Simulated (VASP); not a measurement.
# In2S (P1) in VASP: relaxation of cell and atoms with PBE

Aim: the relaxation of cell and atoms of In2S with PBE.

All numbers are computed with VASP 6.6.1; they aren't measurements. Logs are shortened: lines on timing, memory, paths and dates and some standing lists are left out, and cuts for length are marked.

## Step 1: The cell of the first run

The typed cell holds 6 atoms: a = 3.868 Å, b = 5.395 Å, c = 7.947 Å, α = 89.89°, β = 89.17°, γ = 89.67°.

## Step 2: Relaxation of cell and atoms, PBE

Input file INCAR:

```
PREC = Accurate ; ENCUT = 600
EDIFF = 1E-7 ; ISMEAR = 0
SIGMA = 0.2 ; LREAL = False
LASPH = True ; NELM = 60
ALGO = Normal ; ISIF = 3
LWAVE = False ; LCHARG = False
GGA = PE ; IBRION = 2
NSW = 80 ; EDIFFG = -0.025
```

Input file KPOINTS:

```
regular mesh
0
Gamma
  6 4 4
```

Input file POSCAR:

```
In2S
1.0
    0.0283373697      3.8674033376      0.0111067400
    0.0050011437      0.0153210582      5.3953316196
    7.9471122665      0.0566747394      0.0072509877
In S
4 2
Direct
    0.0075532853      0.6450372301      0.2738170436
    0.0015232072      0.6680048180      0.7661300149
    0.4786156519      0.3621246406      0.4870838991
    0.5068644039      0.3237586112     -0.0179997800
   -0.0195116221     -0.0151696352      0.5022613353
    0.0249550739      0.0162443353     -0.0112925129
```

Potentials or basis: VASP PAW PBE potentials, release 64 (In_d, S).

Command:

```sh
$ cat potpaw_PBE.64/In_d/POTCAR potpaw_PBE.64/S/POTCAR > POTCAR
$ mpirun -np 1 vasp_std > vasp.out
```

OUTCAR:

```text
PREC = Accurate
   ENCUT = 600
   EDIFF = 1E-7
   ISMEAR = 0
   LREAL = False
   LASPH = True
   NELM = 60
   ISIF = 3
   GGA = PE
   IBRION = 2
   NSW = 80
   EDIFFG = -0.025

 ion  position               nearest neighbor table
   1  0.008  0.645  0.274-   5 2.58   3 2.93   6 3.02   3 3.05   4 3.46   4 3.51   2 3.91
   2  0.002  0.668  0.766-   6 2.59   5 2.70   4 3.16   4 3.20   3 3.30   3 3.45   1 3.91
   3  0.479  0.362  0.487-   5 2.81   5 2.81   1 2.93   1 3.05   2 3.30   2 3.45   4 3.94   4 4.02

   4  0.507  0.324  0.982-   6 2.50   6 2.60   2 3.16   2 3.20   1 3.46   1 3.51   3 3.94   3 4.02

   5  0.980  0.985  0.502-   1 2.58   2 2.70   3 2.81   3 2.81
   6  0.025  0.016  0.989-   4 2.50   2 2.59   4 2.60   1 3.02

  LATTYP: Found a triclinic cell.
 ALAT       =    13.9107791732
 B/A-ratio  =     0.3878543124
 C/A-ratio  =     1.1720383020
 COS(alpha) =     0.0004564271
 COS(beta)  =     0.6173889708
 COS(gamma) =     0.7751812080

  Lattice vectors:

 A1 = (  -7.9287771842,   3.7800864818, -10.7868074869)
 A2 = (  -0.0050011437,  -0.0153210582,  -5.3953316196)
 A3 = ( -15.8658871633,   3.7540538588,  -0.0033952354)

Analysis of symmetry for initial positions (statically):
=====================================================================
 Subroutine PRICEL returns:
 Original cell was already a primitive cell.

 Routine SETGRP: Setting up the symmetry group for a
 triclinic supercell.

 Subroutine GETGRP returns: Found  1 space group operations
 (whereof  1 operations were pure point group operations)
 out of a pool of  2 trial point group operations.

The static configuration has the point symmetry C_1 .

Analysis of symmetry for dynamics (positions and initial velocities):
=====================================================================
 Subroutine PRICEL returns:
 Original cell was already a primitive cell.

 Routine SETGRP: Setting up the symmetry group for a
 triclinic supercell.

 Subroutine GETGRP returns: Found  1 space group operations
 (whereof  1 operations were pure point group operations)
 out of a pool of  2 trial point group operations.

The dynamic configuration has the point symmetry C_1 .

 Subroutine INISYM returns: Found  1 space group operations
 (whereof  1 operations are pure point group operations),
 and found     1 'primitive' translations

----------------------------------------------------------------------------------------

                                     Primitive cell

  volume of cell :     165.8137

  direct lattice vectors                    reciprocal lattice vectors
     0.028337370  3.867403338  0.011106740    -0.001843442  0.258587038 -0.000732598
     0.005001144  0.015321058  5.395331620    -0.000165324 -0.000531084  0.185347080
     7.947112266  0.056674739  0.007250988     0.125838548 -0.000921721 -0.000114027

  length of vectors
     3.867523102  5.395355691  7.947317659     0.258594647  0.185347915  0.125841975

  position of ions in fractional coordinates (direct lattice)
     0.007553285  0.645037230  0.273817044
     0.001523207  0.668004818  0.766130015
     0.478615652  0.362124641  0.487083899
     0.506864404  0.323758611  0.982000220
     0.980488378  0.984830365  0.502261335
     0.024955074  0.016244335  0.988707487

  ion indices of the primitive-cell ions
   primitive index   ion index
                 1           1
                 2           2
                 3           3
                 4           4
                 5           5
                 6           6

----------------------------------------------------------------------------------------

 KPOINTS: regular mesh

Automatic generation of k-mesh.
 Grid dimensions read from file:
 generate k-points for:    6    4    4

 Generating k-lattice:

  Cartesian coordinates                     Fractional coordinates (reciprocal lattice)
    -0.000307240  0.043097840 -0.000122100     0.166666667 -0.000000000 -0.000000000
    -0.000041331 -0.000132771  0.046336770     0.000000000  0.250000000  0.000000000
     0.031459637 -0.000230430 -0.000028507     0.000000000  0.000000000  0.250000000

  Length of vectors
     0.043099108  0.046336979  0.031460494

  Shift w.r.t. Gamma in fractional coordinates (k-lattice)
     0.000000000  0.000000000  0.000000000

 Subroutine IBZKPT returns following result:
 ===========================================

 Found     52 irreducible k-points:

 Following reciprocal coordinates:
            Coordinates               Weight
  0.000000  0.000000  0.000000      1.000000
  0.166667  0.000000 -0.000000      2.000000
  0.333333  0.000000  0.000000      2.000000
  0.500000  0.000000 -0.000000      1.000000
 -0.000000  0.250000 -0.000000      2.000000
  0.166667  0.250000 -0.000000      2.000000
[... 16 lines left out ...]
  0.333333  0.250000  0.250000      2.000000
  0.500000  0.250000  0.250000      2.000000
 [... further k-points ...]
   k-points           NKPTS =     52   k-points in BZ     NKDIM =     52   number of bands    NBANDS=     38
   number of dos      NEDOS =    301   number of ions     NIONS =      6
   total plane-waves  NPLWV =  98304
   dimension x,y,z NGX =    32 NGY =   48 NGZ =   64
   dimension x,y,z NGXF=    64 NGYF=   96 NGZF=  128
   ions per type =               4   2
   NGX,Y,Z   is equivalent  to a cutoff of  13.76, 14.79, 13.39 a.u.
   NGXF,Y,Z  is equivalent  to a cutoff of  27.51, 29.58, 26.78 a.u.
 SYSTEM =  unknown system
   PREC   = accura    normal or accurate (medium, high low for compatibility)
   ISTART =      0    job   : 0-new  1-cont  2-samecut
   ICHARG =      2    charge: 1-file 2-atom 10-const
   ISPIN  =      1    spin polarized calculation?
   LNONCOLLINEAR =      F non collinear calculations
   LSORBIT =      F    spin-orbit coupling
   LASPH  =      T    aspherical Exc in radial PAW
   ENCUT  =  600.0 eV  44.10 Ry    6.64 a.u.   7.72 10.78 15.87*2*pi/ulx,y,z
   NELM   =     60;   NELMIN=  2; NELMDL= -5     # of ELM steps
   EDIFF  = 0.1E-06   stopping-criterion for ELM
   LREAL  =      F    real-space projection
   EDIFFG = -.3E-01   stopping-criterion for IOM
   NSW    =     80    number of steps for IOM
   IBRION =      2    ionic relax: 0-MD 1-quasi-New 2-CG
   NFREE  =      1    steps in history (QN), initial steepest desc. (CG)
   ISIF   =      3    stress and relaxation
   ISYM   =      2    0-nonsym 1-usesym 2-fastsym
   POTIM  = 0.5000    time-step for ionic-motion
   TEBEG  =    0.0;   TEEND  =   0.0 temperature during run
   PSTRESS=    0.0 pullay stress
   NELECT =      64.0000    total number of electrons
   NUPDOWN=      -1.0000    fix difference up-down
   EMIN   =  10.00;   EMAX   =-10.00  energy-range for DOS
   EFERMI =   0.00;   METHOD = LEGACY
   ISMEAR =     0;   SIGMA  =   0.20  broadening in eV -4-tet -1-fermi 0-gaus
   EFERMI_NEDOS =   21; number of points for ismear=-14 and -15
   IALGO  =     38    algorithm
   IMIX   =      4    mixing-type and parameters
     AMIX     =   0.40;   BMIX     =  1.00
     AMIX_MAG =   1.60;   BMIX_MAG =  1.00
  volume/ion in A,a.u.               =      27.64       186.49
  Fermi-wavevector in a.u.,A,eV,Ry     =   1.191959  2.252476 19.330703  1.420767
  Thomas-Fermi vector in A             =   2.328009
   LORBIT       =      0    0 simple, 1 ext, 2 COOP (PROOUT), +10 PAW based schemes
   GGA     = PE    functional components
   LHFCALC =     F    Hartree Fock is set to
   AEXX    =    0.0000 exact exchange contribution
   IVDW    =     0    specifies the selected vdW correction
   LEPSILON=     F    determine dielectric tensor
   LRPA    =     F    only Hartree local field effects (RPA)
 conjugate gradient relaxation of ions
 non-spin polarized calculation
 Gauss-broadening in eV      SIGMA  =   0.20
  energy-cutoff  :      600.00
  volume of cell :      165.81
 maximum number of plane-waves:      5558
   NGX = 15   NGY = 21   NGZ = 31

--------------------------------------- Ionic step        1  -------------------------------------------

 number of electron      64.0000012 magnetization

 Free energy of the ion-electron system (eV)
  ---------------------------------------------------
  ext. energy  EPLUGINS =         0.00000000
  ---------------------------------------------------
  free energy    TOTEN  =       -19.75385577 eV

  energy without entropy =      -19.71560217  energy(sigma->0) =      -19.73472897

------------------------ aborting loop because EDIFF is reached ----------------------------------------

  FORCE on cell =-STRESS in cart. coord.  units (eV):
  Direction    XX          YY          ZZ          XY          YZ          ZX
  --------------------------------------------------------------------------------------
  -------------------------------------------------------------------------------------
  Total        0.7115393      2.3384663      2.0079258      0.2954411      0.1304877      0.1037451
  in kB        6.8752594     22.5954670     19.4016148      2.8547045      1.2608399      1.0024384
  external PRESSURE =      16.2907804 kB  Pullay stress =       0.0000000 kB
[... 65 lines left out ...]
  energy  without entropy=      -19.9021285110  energy(sigma->0) =      -19.92128260

--------------------------------------- Ionic step        3  -------------------------------------------

 number of electron      64.0000013 magnetization

 E-fermi :   4.7469     XC(G=0):  -8.9744

 val. band max:        4.7426305647   @ k =   0.3333   0.2500  -0.0000
 cond. band min:       4.7590649402   @ k =   0.1667   0.0000   0.5000
 fundamental gap:      0.0164343756
 Fermi energy:         4.7469199712

 k-point     1 :       0.0000    0.0000    0.0000
  band No.  band energies     occupation
      1      -9.9293      2.00000
      2      -9.8748      2.00000
      3      -9.8510      2.00000
      4      -9.8088      2.00000
      5      -9.8051      2.00000
      6      -9.7802      2.00000
[... 1008 lines left out ...]
  FREE ENERGIE OF THE ION-ELECTRON SYSTEM (eV)
  ---------------------------------------------------
  free  energy   TOTEN  =       -19.9687063247 eV

  energy  without entropy=      -19.9315411769  energy(sigma->0) =      -19.95012375

[... ionic steps 4 to 12 ...]

--------------------------------------- Ionic step       13  -------------------------------------------

 number of electron      64.0000007 magnetization

------------------------ aborting loop because EDIFF is reached ----------------------------------------

  FORCE on cell =-STRESS in cart. coord.  units (eV):
  Direction    XX          YY          ZZ          XY          YZ          ZX
  --------------------------------------------------------------------------------------
  -------------------------------------------------------------------------------------
  Total       -0.0180483      0.0463889      0.0607175     -0.0252196     -0.0144012      0.0771080
  in kB       -0.1709901      0.4394894      0.5752387     -0.2389311     -0.1364375      0.7305218
  external PRESSURE =       0.2812460 kB  Pullay stress =       0.0000000 kB
[... 65 lines left out ...]
  energy  without entropy=      -20.0779159130  energy(sigma->0) =      -20.09510193

--------------------------------------- Ionic step       15  -------------------------------------------

 number of electron      64.0000006 magnetization

 Free energy of the ion-electron system (eV)
  ---------------------------------------------------
  ext. energy  EPLUGINS =         0.00000000
  ---------------------------------------------------
  free energy    TOTEN  =       -20.11261224 eV

  energy without entropy =      -20.07830769  energy(sigma->0) =      -20.09545996

 E-fermi :   5.2501     XC(G=0):  -9.1751

 val. band max:        5.2356162461   @ k =   0.1667  -0.2500   0.2500
 cond. band min:       5.2523066783   @ k =   0.1667   0.2500   0.2500
 fundamental gap:      0.0166904322
 Fermi energy:         5.2500632585

 k-point     1 :       0.0000    0.0000    0.0000
  band No.  band energies     occupation
      1      -9.5244      2.00000
      2      -9.4607      2.00000
      3      -9.3567      2.00000
      4      -9.3550      2.00000
      5      -9.3427      2.00000
      6      -9.3255      2.00000
[... 1008 lines left out ...]
  FREE ENERGIE OF THE ION-ELECTRON SYSTEM (eV)
  ---------------------------------------------------
  free  energy   TOTEN  =       -20.1126122363 eV

  energy  without entropy=      -20.0783076887  energy(sigma->0) =      -20.09545996

 reached required accuracy - stopping structural energy minimisation
```

It took 59 min on 1 thread of Intel Xeon Platinum 8259CL at 2.50GHz (Skylake/Cascade Lake), shared host; peak memory 0.52 GiB.

Results:

```
Free energy                           : -20.1126 eV
Relaxed volume                        : 28.22 Å³/atom
Relaxed cell                          : a = 3.972 Å, b = 5.423 Å, c = 7.863 Å, α = 89.91°, β = 89.07°, γ = 90.12°
Space group after relaxing (to 0.1 Å) : P2 (No. 3)
Energy gained by relaxing             : 59.8 meV/atom
Ionic steps                           : 15
Pressure after relaxing               : 0.0 GPa
Largest force after relaxing          : 0.023 eV/Å
Band gap on the k mesh                : zero (bands 32 and 33 overlap by 2.18 eV)
```

Forces in eV/Å, atoms in the order of the input:
```
In   0.016  0.006  0.015
In  -0.002  0.004 -0.010
In   0.008 -0.001 -0.006
In   0.003 -0.014 -0.010
S   -0.013  0.011  0.003
S   -0.013 -0.006  0.008
```

Step by step:
| step | energy change (eV) | largest force (eV/Å) | pressure (GPa) | volume (Å³) |
| --- | --- | --- | --- | --- |
| 1 | 0.0000 | 1.0254 | 1.63 | 165.81 |
| 2 | -0.1866 | 0.7352 | -0.47 | 172.64 |
| 3 | -0.2149 | 0.6149 | -1.43 | 176.89 |
| 4 | -0.3104 | 0.2972 | -0.55 | 172.61 |
| 5 | -0.3289 | 0.2622 | 0.17 | 169.82 |
| 6 | -0.3410 | 0.1830 | 0.05 | 169.96 |
| 7 | -0.3478 | 0.1609 | -0.11 | 170.21 |
| 8 | -0.3535 | 0.1028 | -0.01 | 169.46 |
| 9 | -0.3554 | 0.0634 | 0.11 | 168.65 |
| 10 | -0.3568 | 0.0362 | -0.08 | 169.44 |
| 11 | -0.3568 | 0.0375 | -0.12 | 169.61 |
| 12 | -0.3579 | 0.0294 | -0.02 | 169.25 |
| 13 | -0.3579 | 0.0404 | 0.03 | 169.11 |
| 14 | -0.3584 | 0.0287 | 0.01 | 169.19 |
| 15 | -0.3588 | 0.0226 | -0.03 | 169.33 |

Final structure:
```
CELL_PARAMETERS angstrom
0.03108 3.97138 -0.00485
0.00411 -0.00521 5.42333
7.86228 0.06634 0.00621
ATOMIC_POSITIONS crystal
In 0.99975 0.65889 0.24970
In 0.00058 0.66159 0.75025
In 0.48730 0.33905 0.49980
In 0.51373 0.33959 0.99964
S 0.98525 0.00014 0.50014
S 0.01339 0.00075 0.00047
```

Levels at points of the mesh, in eV from the Fermi level:
| k point | band 28 | band 29 | band 30 | band 31 | band 32 | band 33 | band 34 | band 35 | band 36 | band 37 |
| --- | --- | --- | --- | --- | --- | --- | --- | --- | --- | --- |
| (0.00, 0.00, 0.00) | -2.47 | -2.40 | -2.08 | -1.96 | 0.47 | 1.44 | 2.08 | 3.36 | 3.53 | 3.68 |
| (0.50, 0.00, 0.00) | -3.27 | -2.05 | -1.97 | -1.70 | -0.89 | -0.74 | -0.35 | 0.46 | 2.92 | 3.04 |
| (0.00, 0.50, 0.00) | -2.16 | -2.00 | -1.71 | -1.39 | -0.42 | 1.62 | 2.13 | 2.31 | 3.08 | 3.29 |
| (0.50, 0.50, 0.00) | -3.91 | -2.05 | -1.96 | -1.87 | -1.19 | -0.41 | 1.42 | 1.67 | 2.65 | 3.09 |
| (0.00, 0.00, 0.50) | -3.39 | -2.29 | -2.28 | 0.01 | 0.02 | 1.67 | 1.68 | 2.79 | 2.79 | 3.82 |
| (0.50, 0.00, 0.50) | -3.34 | -2.22 | -2.21 | -1.79 | -1.78 | 0.37 | 0.38 | 1.93 | 2.00 | 2.13 |
| (0.00, 0.50, 0.50) | -2.37 | -2.12 | -2.11 | -0.59 | -0.59 | 0.76 | 0.77 | 2.79 | 2.82 | 3.98 |
| (0.50, 0.50, 0.50) | -3.41 | -3.33 | -3.31 | -0.96 | -0.95 | 1.43 | 1.44 | 2.37 | 2.39 | 2.61 |

Caveat: spin-orbit coupling is left out, which moves the levels of the heavy elements.
